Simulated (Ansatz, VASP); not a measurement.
**ZrSi3 in VASP and in Ansatz**

INCAR

```
  PREC = Accurate
  ENCUT = 600
  EDIFF = 1E-6
  ISMEAR = 0
  SIGMA = 0.1
  LREAL = False
  LASPH = True
  NELM = 80
  ALGO = Normal
  ISIF = 3
  LWAVE = False
  LCHARG = False
  GGA = PE
  IBRION = 2
  NSW = 100
  EDIFFG = -0.01
```

File KPOINTS:

```
regular mesh
0
Gamma
  12 12 12
```

File POSCAR:

```
ZrSi3
1.0
    0.0000000000      3.2566493776      3.2566493776
    3.2566493776      0.0000000000      3.2566493776
    3.2566493776      3.2566493776      0.0000000000
Zr Si
1 3
Direct
    0.0000000000      0.0000000000      0.0000000000
    0.2500000000      0.2500000000      0.2500000000
    0.5000000000      0.5000000000      0.5000000000
    0.7500000000      0.7500000000      0.7500000000
```

Input for Ansatz:

```yaml
crystal:
  lattice:
    - [0.0, 3.2566493776, 3.2566493776]
    - [3.2566493776, 0.0, 3.2566493776]
    - [3.2566493776, 3.2566493776, 0.0]
  atoms:
    - { symbol: Zr, position: [0.0, 0.0, 0.0] }
    - { symbol: Si, position: [0.25, 0.25, 0.25] }
    - { symbol: Si, position: [0.5, 0.5, 0.5] }
    - { symbol: Si, position: [0.75, 0.75, 0.75] }
basis:
  ecutwfc: 420
kpoints:
  mp_grid: { grid: [12, 12, 12] }
hamiltonian:
  xc: pbe
scf:
  occupations: { method: gaussian, width: 0.1 }
output:
  forces: true
  stress: true
  eigenvalues: true
  write_density: true
  write_potential: true
  elf: true
  volumetric_format: npy
relax:
  adjacent_minimum: "off"
  f_tol: 0.01
  max_steps: 80
  cell: { stress_tol: 0.05 }
```

Change from the starting cell: species swapped into the TbMg3 type (Fm-3m, No. 225).

Alike in both runs: task relaxation of cell and atoms; functional PBE; k mesh 12 × 12 × 12; occupations gaussian, width 0.1 eV; no spin polarisation.

```csv
,VASP,Ansatz
version,VASP 6.6.1,Ansatz 0.2.0
potentials or method,"VASP PAW PBE potentials, release 64 (Zr_sv, Si), cutoff 600 eV","scalar-relativistic, plane waves, PAW"
valence electrons in the cell,24,24
```

```tsv
	VASP	Ansatz	Ansatz less VASP
gap on the k mesh at the Fermi level, each at its own relaxed structure (eV)	none	none	-
relaxed volume (Å³/atom)	17.05	17.05	-0.001
relaxed length of the cell vector where the two differ most in proportion (Å)	4.586	4.586	-0.0001
```

A gap of «none» marks a metal or a gap that the smearing closes.
